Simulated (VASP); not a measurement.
# NaCl (Fm-3m) in VASP: a series of runs

Runs on NaCl. Level: r2SCAN. Tasks: single point.

All numbers are computed with VASP 6.6.1; they aren't measurements. Logs are shortened: lines on timing, memory, paths and dates and some standing lists are left out, and cuts for length are marked.

**1. The cell of the first run**

The structure is cubic, space group Fm-3m (No. 225). Conventional cell: a = 5.786 Å, b = 5.786 Å, c = 5.786 Å, α = 90.00°, β = 90.00°, γ = 90.00°. Na (site symmetry m-3m) has 6 Cl at 2.89 Å within 3.8 Å. Within 3.8 Å of Cl (site symmetry m-3m) lie 6 Na at 2.89 Å.

**2. Single point, r2SCAN**

The input, POSCAR:

```
NaCl
1.0
    0.0000000000      2.8928830000      2.8928830000
    2.8928830000      0.0000000000      2.8928830000
    2.8928830000      2.8928830000      0.0000000000
Na Cl
1 1
Direct
    0.0000000000      0.0000000000      0.0000000000
    0.5000000000      0.5000000000      0.5000000000
```

The input, INCAR.step1:

```
SYSTEM = NaCl
PREC = Accurate ; ENCUT = 520
ISMEAR = 1 ; SIGMA = 0.0138
LREAL = .FALSE. ; LASPH = .TRUE.
NELM = 100 ; NBANDS = 14
GGA = PE ; ALGO = Normal
EDIFF = 1E-4 ; LWAVE = .TRUE.
LCHARG = .FALSE.
```

The input, INCAR.step2:

```
SYSTEM = NaCl
PREC = Accurate ; ENCUT = 520
EDIFF = 1E-6 ; ISMEAR = 1
SIGMA = 0.0138 ; LREAL = .FALSE.
LASPH = .TRUE. ; NELM = 100
ALGO = Normal ; ISIF = 2
LWAVE = .FALSE. ; LCHARG = .FALSE.
METAGGA = R2SCAN ; LMIXTAU = .TRUE.
NBANDS = 14 ; ISTART = 1
```

The input, KPOINTS:

```
regular mesh
0
G
  5 5 5
  0 0 0
```

Potentials or basis: VASP PAW PBE potentials, release 64 (Na_pv, Cl).

Started as:

```console
$ cat potpaw_PBE.64/Na_pv/POTCAR potpaw_PBE.64/Cl/POTCAR > POTCAR
$ cp INCAR.step1 INCAR
$ mpirun -np 1 vasp_std > vasp.out
$ cp INCAR.step2 INCAR
$ mpirun -np 1 vasp_std > vasp.out
```

OUTCAR:

```text
SYSTEM = NaCl
   PREC = Accurate
   ENCUT = 520
   EDIFF = 1E-6
   ISMEAR = 1
   LREAL = .FALSE.
   LASPH = .TRUE.
   NELM = 100
   ISIF = 2
   METAGGA = R2SCAN
   ISTART = 1

 ion  position               nearest neighbor table
   1  0.000  0.000  0.000-
   2  0.500  0.500  0.500-

  LATTYP: Found a face centered cubic cell.
 ALAT       =     5.7857660000

  Lattice vectors:

 A1 = (   0.0000000000,   2.8928830000,   2.8928830000)
 A2 = (   2.8928830000,   0.0000000000,   2.8928830000)
 A3 = (   2.8928830000,   2.8928830000,   0.0000000000)

Analysis of symmetry for initial positions (statically):
=====================================================================
 Subroutine PRICEL returns:
 Original cell was already a primitive cell.

 Routine SETGRP: Setting up the symmetry group for a
 face centered cubic supercell.

 Subroutine GETGRP returns: Found 48 space group operations
 (whereof 48 operations were pure point group operations)
 out of a pool of 48 trial point group operations.

The static configuration has the point symmetry O_h .

Analysis of symmetry for dynamics (positions and initial velocities):
=====================================================================
 Subroutine PRICEL returns:
 Original cell was already a primitive cell.

 Routine SETGRP: Setting up the symmetry group for a
 face centered cubic supercell.

 Subroutine GETGRP returns: Found 48 space group operations
 (whereof 48 operations were pure point group operations)
 out of a pool of 48 trial point group operations.

The dynamic configuration has the point symmetry O_h .

 Subroutine INISYM returns: Found 48 space group operations
 (whereof 48 operations are pure point group operations),
 and found     1 'primitive' translations

----------------------------------------------------------------------------------------

                                     Primitive cell

  volume of cell :      48.4198

  direct lattice vectors                    reciprocal lattice vectors
     0.000000000  2.892883000  2.892883000    -0.172837961  0.172837961  0.172837961
     2.892883000  0.000000000  2.892883000     0.172837961 -0.172837961  0.172837961
     2.892883000  2.892883000  0.000000000     0.172837961  0.172837961 -0.172837961

  length of vectors
     4.091154373  4.091154373  4.091154373     0.299364130  0.299364130  0.299364130

  position of ions in fractional coordinates (direct lattice)
     0.000000000  0.000000000  0.000000000
     0.500000000  0.500000000  0.500000000

  ion indices of the primitive-cell ions
   primitive index   ion index
                 1           1
                 2           2

----------------------------------------------------------------------------------------

 KPOINTS: regular mesh

Automatic generation of k-mesh.
 Grid dimensions read from file:
 generate k-points for:    5    5    5

 Generating k-lattice:

  Cartesian coordinates                     Fractional coordinates (reciprocal lattice)
    -0.034567592  0.034567592  0.034567592     0.200000000  0.000000000  0.000000000
     0.034567592 -0.034567592  0.034567592     0.000000000  0.200000000  0.000000000
     0.034567592  0.034567592 -0.034567592     0.000000000  0.000000000  0.200000000

  Length of vectors
     0.059872826  0.059872826  0.059872826

  Shift w.r.t. Gamma in fractional coordinates (k-lattice)
     0.000000000  0.000000000  0.000000000

 Subroutine IBZKPT returns following result:
 ===========================================

 Found     10 irreducible k-points:

 Following reciprocal coordinates:
            Coordinates               Weight
  0.000000  0.000000  0.000000      1.000000
  0.200000  0.000000  0.000000      8.000000
  0.400000  0.000000  0.000000      8.000000
  0.200000  0.200000  0.000000      6.000000
  0.400000  0.200000  0.000000     24.000000
 -0.400000  0.200000  0.000000     24.000000
 -0.200000  0.200000  0.000000     12.000000
  0.400000  0.400000  0.000000      6.000000
 -0.400000  0.400000  0.000000     12.000000
 -0.400000  0.400000  0.200000     24.000000
   k-points           NKPTS =     10   k-points in BZ     NKDIM =     10   number of bands    NBANDS=     14
   number of dos      NEDOS =    301   number of ions     NIONS =      2
   total plane-waves  NPLWV =  27000
   dimension x,y,z NGX =    30 NGY =   30 NGZ =   30
   dimension x,y,z NGXF=    60 NGYF=   60 NGZF=   60
   ions per type =               1   1
   NGX,Y,Z   is equivalent  to a cutoff of  12.19, 12.19, 12.19 a.u.
   NGXF,Y,Z  is equivalent  to a cutoff of  24.38, 24.38, 24.38 a.u.
 SYSTEM =  NaCl
   PREC   = accura    normal or accurate (medium, high low for compatibility)
   ISTART =      1    job   : 0-new  1-cont  2-samecut
   ICHARG =      0    charge: 1-file 2-atom 10-const
   ISPIN  =      1    spin polarized calculation?
   LNONCOLLINEAR =      F non collinear calculations
   LSORBIT =      F    spin-orbit coupling
   LASPH  =      T    aspherical Exc in radial PAW
   ENCUT  =  520.0 eV  38.22 Ry    6.18 a.u.   7.61  7.61  7.61*2*pi/ulx,y,z
   NELM   =    100;   NELMIN=  2; NELMDL=  0     # of ELM steps
   EDIFF  = 0.1E-05   stopping-criterion for ELM
   LREAL  =      F    real-space projection
   EDIFFG = 0.1E-04   stopping-criterion for IOM
   NSW    =      0    number of steps for IOM
   IBRION =     -1    ionic relax: 0-MD 1-quasi-New 2-CG
   NFREE  =      0    steps in history (QN), initial steepest desc. (CG)
   ISIF   =      2    stress and relaxation
   ISYM   =      2    0-nonsym 1-usesym 2-fastsym
   POTIM  = 0.5000    time-step for ionic-motion
   TEBEG  =    0.0;   TEEND  =   0.0 temperature during run
   PSTRESS=    0.0 pullay stress
   NELECT =      14.0000    total number of electrons
   NUPDOWN=      -1.0000    fix difference up-down
   EMIN   =  10.00;   EMAX   =-10.00  energy-range for DOS
   EFERMI =   0.00;   METHOD = LEGACY
   ISMEAR =     1;   SIGMA  =   0.01  broadening in eV -4-tet -1-fermi 0-gaus
   EFERMI_NEDOS =   21; number of points for ismear=-14 and -15
   IALGO  =     38    algorithm
   IMIX   =      4    mixing-type and parameters
     AMIX     =   0.40;   BMIX     =  1.00
     AMIX_MAG =   1.60;   BMIX_MAG =  1.00
  volume/ion in A,a.u.               =      24.21       163.38
  Fermi-wavevector in a.u.,A,eV,Ry     =   1.082538  2.045701 15.944523  1.171889
  Thomas-Fermi vector in A             =   2.218582
   LORBIT       =      0    0 simple, 1 ext, 2 COOP (PROOUT), +10 PAW based schemes
   METAGGA = R2SCAN    functional components
   LHFCALC =     F    Hartree Fock is set to
   AEXX    =    0.0000 exact exchange contribution
   IVDW    =     0    specifies the selected vdW correction
   LEPSILON=     F    determine dielectric tensor
   LRPA    =     F    only Hartree local field effects (RPA)
 non-spin polarized calculation
 Methfessel and Paxton  Order N= 1 SIGMA  =   0.01
  energy-cutoff  :      520.00
  volume of cell :       48.42
 maximum number of plane-waves:      1326
   NGX = 15   NGY = 15   NGZ = 15

 number of electron      13.9999997 magnetization

 Free energy of the ion-electron system (eV)
  ---------------------------------------------------
  ext. energy  EPLUGINS =         0.00000000
  ---------------------------------------------------
  free energy    TOTEN  =       -13.75389138 eV

  energy without entropy =      -13.75391058  energy(sigma->0) =      -13.75389778

 E-fermi :  -1.5672     XC(G=0):  -8.2907

 val. band max:       -1.5788084424   @ k =   0.0000   0.0000   0.0000
 cond. band min:       4.0425583221   @ k =   0.0000   0.0000   0.0000
 fundamental gap:      5.6213667645
 Fermi energy:        -1.5671910003

 k-point     1 :       0.0000    0.0000    0.0000
  band No.  band energies     occupation
      1     -23.2516      2.00000
      2     -23.2514      2.00000
      3     -23.2514      2.00000
      4     -14.6388      2.00000
      5      -1.5788      2.00003
      6      -1.5788      1.99998
      7      -1.5788      1.99998
      8       4.0426      0.00000
      9      10.0970      0.00000
     10      10.0971      0.00000
     11      10.0971      0.00000
     12      12.2542      0.00000
     13      12.2542      0.00000
     14      13.6723      0.00000

 k-point     2 :       0.2000    0.0000    0.0000
  band No.  band energies     occupation
      1     -23.2582      2.00000
      2     -23.2521      2.00000
      3     -23.2519      2.00000
      4     -14.5482      2.00000
      5      -2.2718      2.00000
      6      -1.6637      2.00000
      7      -1.6637      2.00000
      8       5.0639      0.00000
      9       9.1084      0.00000
     10      10.4187      0.00000
     11      10.4187      0.00000
     12      11.9741      0.00000
     13      11.9742      0.00000
     14      14.7528      0.00000

 k-point     3 :       0.4000    0.0000    0.0000
  band No.  band energies     occupation
      1     -23.2690      2.00000
      2     -23.2529      2.00000
      3     -23.2527      2.00000
      4     -14.3953      2.00000
      5      -3.1469      2.00000
      6      -1.7943      2.00000
      7      -1.7942      2.00000
      8       6.1406      0.00000
      9       9.1703      0.00000
     10      10.0861      0.00000
     11      10.0862      0.00000
     12      13.8630      0.00000
     13      13.8631      0.00000
     14      13.9444      0.00000
[... 86 lines left out ...]
 k-point     9 :      -0.4000    0.4000    0.0000
  band No.  band energies     occupation
      1     -23.2633      2.00000
      2     -23.2600      2.00000
      3     -23.2560      2.00000
      4     -14.3186      2.00000
      5      -2.9145      2.00000
      6      -2.4331      2.00000
      7      -2.0541      2.00000
      8       7.1108      0.00000
      9       7.7079      0.00000
     10       9.5741      0.00000
     11      12.0937      0.00000
     12      12.5458      0.00000
     13      14.9043      0.00000
     14      16.2924      0.00000

 k-point    10 :      -0.4000    0.4000    0.2000
  band No.  band energies     occupation
      1     -23.2638      2.00000
      2     -23.2590      2.00000
      3     -23.2560      2.00000
      4     -14.3294      2.00000
      5      -2.8411      2.00000
      6      -2.4266      2.00000
      7      -2.0915      2.00000
      8       7.7808      0.00000
      9       8.1985      0.00000
     10       8.5575      0.00000
     11      11.0236      0.00000
     12      13.4468      0.00000
     13      14.1302      0.00000
     14      15.9683      0.00000

------------------------ aborting loop because EDIFF is reached ----------------------------------------

  FORCE on cell =-STRESS in cart. coord.  units (eV):
  Direction    XX          YY          ZZ          XY          YZ          ZX
  --------------------------------------------------------------------------------------
  -------------------------------------------------------------------------------------
  Total       -0.6994529     -0.6994529     -0.6994529     -0.0000000     -0.0000000      0.0000000
  in kB      -23.1444276    -23.1444276    -23.1444276     -0.0000000     -0.0000000      0.0000000
  external PRESSURE =     -23.1444276 kB  Pullay stress =       0.0000000 kB

 VOLUME and BASIS-vectors are now :
 -----------------------------------------------------------------------------
  energy-cutoff  :      520.00
  volume of cell :       48.42
      direct lattice vectors                 reciprocal lattice vectors
     0.000000000  2.892883000  2.892883000    -0.172837961  0.172837961  0.172837961
     2.892883000  0.000000000  2.892883000     0.172837961 -0.172837961  0.172837961
     2.892883000  2.892883000  0.000000000     0.172837961  0.172837961 -0.172837961

 POSITION                                       TOTAL-FORCE (eV/Angst)
 -----------------------------------------------------------------------------------
      0.00000      0.00000      0.00000        -0.000000     -0.000000     -0.000000
      2.89288      2.89288      2.89288         0.000000      0.000000      0.000000
 -----------------------------------------------------------------------------------
    total drift:                               -0.000000      0.000000      0.000000

  FREE ENERGIE OF THE ION-ELECTRON SYSTEM (eV)
  ---------------------------------------------------
  free  energy   TOTEN  =       -13.7538913805 eV

  energy  without entropy=      -13.7539105832  energy(sigma->0) =      -13.75389778
```

Wall time 68 s (1 thread of AMD EPYC 7R13, shared host); peak memory 0.14 GiB.

Results:

- Free energy: -13.7539 eV
- Pressure: -2.3 GPa
- Band gap on the k mesh: 5.62 eV, direct

Levels at points of the mesh, in eV from the valence-band top:
```tsv
k point	band 5	band 6	band 7	band 8	band 9	band 10
(0.00, 0.00, 0.00)	0.00	0.00	0.00	5.62	11.68	11.68
```

Caveat: the PAW data sets were made with another functional, which shifts forces and pressure a little.

**3. Single point, r2SCAN**

POSCAR is that of step 2.

The input, INCAR.step1:

```
SYSTEM = NaCl
PREC = Accurate ; ENCUT = 520
ISMEAR = 1 ; SIGMA = 0.1
LREAL = .FALSE. ; LASPH = .TRUE.
NELM = 60 ; NBANDS = 14
GGA = PE ; ALGO = Normal
EDIFF = 1E-4 ; LWAVE = .TRUE.
LCHARG = .FALSE.
```

INCAR.step2, as its differences from that of step 2:

```diff
@@ -3,4 +3,4 @@
 EDIFF = 1E-6 ; ISMEAR = 1
-SIGMA = 0.0138 ; LREAL = .FALSE.
-LASPH = .TRUE. ; NELM = 100
+SIGMA = 0.1 ; LREAL = .FALSE.
+LASPH = .TRUE. ; NELM = 60
 ALGO = Normal ; ISIF = 2
```

KPOINTS is that of step 2.

Potentials or basis: VASP PAW PBE potentials, release 64 (Na_pv, Cl).

Started as:

```console
$ cat potpaw_PBE.64/Na_pv/POTCAR potpaw_PBE.64/Cl/POTCAR > POTCAR
$ cp INCAR.step1 INCAR
$ mpirun -np 1 vasp_std > vasp.out
$ cp INCAR.step2 INCAR
$ mpirun -np 1 vasp_std > vasp.out
```

It took 64 s on 1 thread of AMD EPYC 7R13, shared host; peak memory 0.14 GiB.

The run converged. Its results:

* Free energy: -13.7534 eV
* Pressure: -2.3 GPa
* Band gap on the k mesh: 5.62 eV, direct

Levels at points of the mesh, in eV from the valence-band top:
```
           k point  band 3  band 4  band 5  band 6  band 7  band 8  band 9  band 10  band 11  band 12
(0.00, 0.00, 0.00)  -21.67  -13.06    0.00    0.00    0.00    5.62   11.68    11.68    11.68    13.83
```

Caveat: the PAW data sets were made with another functional, which shifts forces and pressure a little.

[end of part 1 of 2]
